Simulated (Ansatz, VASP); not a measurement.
## Two plane-wave programs on Au

```
Au
1.0
     2.86253    0.00000    0.00000
     0.00000    2.86253    0.00000
     0.00000    0.00000   18.02410
Au
2
Direct
  0.25000 0.25000 0.44547
  0.75000 0.75000 0.55453
```

Alike in both runs: functional LDA; k mesh 14 × 14 × 1; occupations fermi-dirac, width 0.08 eV; no spin polarisation.

Ansatz relaxed the structure, and its values are those at the end. VASP's run is a single point on that final structure, the one shown.

|  | VASP | Ansatz |
| --- | --- | --- |
| version | VASP 6.6.1 | Ansatz 0.2.0 |
| potentials or method | VASP PAW LDA potentials, release 64 (Au) | PAW with Ansatz's default frozen-core files, scalar-relativistic |
| plane-wave cutoff (eV) | 520 | 420 |
| valence electrons in the cell | 22 | 38 |

Ansatz gave:

- rms of the force components (eV/Å): 0.000

Q: What did VASP give for the same quantities?

A: rms of the force components (eV/Å): 0.016.

LDA's correlation is that of Perdew and Zunger in VASP and of Perdew and Wang (1992) in Ansatz. VASP's potentials hold 22 valence electrons a cell and Ansatz's 38, so a difference there can come from the potentials and not from the codes. Ansatz's warnings: stress scf threshold loose.

Neither program's run includes spin-orbit coupling.
